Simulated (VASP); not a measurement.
The system is PtS2.

```xyz
3
Lattice="3.5987 0.0000 0.0000 -1.7993 3.1166 0.0000 0.0000 0.0000 6.4724" Properties=species:S:1:pos:R:3 pbc="T T T"
Pt    0.0000    0.0000    0.0000
S     0.0000    2.0777    1.2386
S     1.7993    1.0389    5.2338
```

| Property | Result |
| --- | --- |
| Program | VASP 6.6.1 |
| Task | relaxation of shape and atoms at fixed volume |
| Functional | PBE |
| Potentials or basis | VASP PAW PBE potentials, release 64 (Pt, S) |
| Cutoff | 600 eV |
| k mesh | 8 × 8 × 4 |
| Occupations | gaussian, width 0.05 eV |
| Spin | non-collinear spin, zero start, spin-orbit coupling |
| Starting moments | [[0.0, 0.0, 0.0], [0.0, 0.0, 0.0], [0.0, 0.0, 0.0]] μB |

At the start: pressure -2.1 GPa; volume 24.20 Å³/atom.

**Question.** Where does the relaxation end?

**Answer.** Over 6 steps the energy falls by 3.5 meV/atom; space group P-3m1 (No. 164, to 0.1 Å) before and after; moment 0.00 μB per cell.

The path:
```
step  energy change (eV)  largest force (eV/Å)  pressure (GPa)  volume (Å³)
   1              0.0000                0.2691           -2.11        72.59
   2             -0.0070                0.1310           -1.23        72.59
   3             -0.0099                0.0214           -0.25        72.59
   4             -0.0099                0.0374           -0.14        72.59
   5             -0.0104                0.0142           -0.07        72.59
   6             -0.0105                0.0001           -0.02        72.59
```

Final structure:
```cif
data_structure
_symmetry_space_group_name_H-M 'P 1'
_symmetry_Int_Tables_number 1
_cell_length_a 3.5716
_cell_length_b 3.5716
_cell_length_c 6.5711
_cell_angle_alpha 90.000
_cell_angle_beta 90.000
_cell_angle_gamma 120.000
_cell_volume 72.59
loop_
_atom_site_label
_atom_site_type_symbol
_atom_site_fract_x
_atom_site_fract_y
_atom_site_fract_z
_atom_site_occupancy
Pt1 Pt 0.00000 0.00000 0.00000 1
S1 S 0.33333 0.66667 0.18730 1
S2 S 0.66667 0.33333 0.81270 1
```

Caveat: this functional lacks dispersion, which binds the layers, so the pressure and a relaxed spacing across them are unreliable.
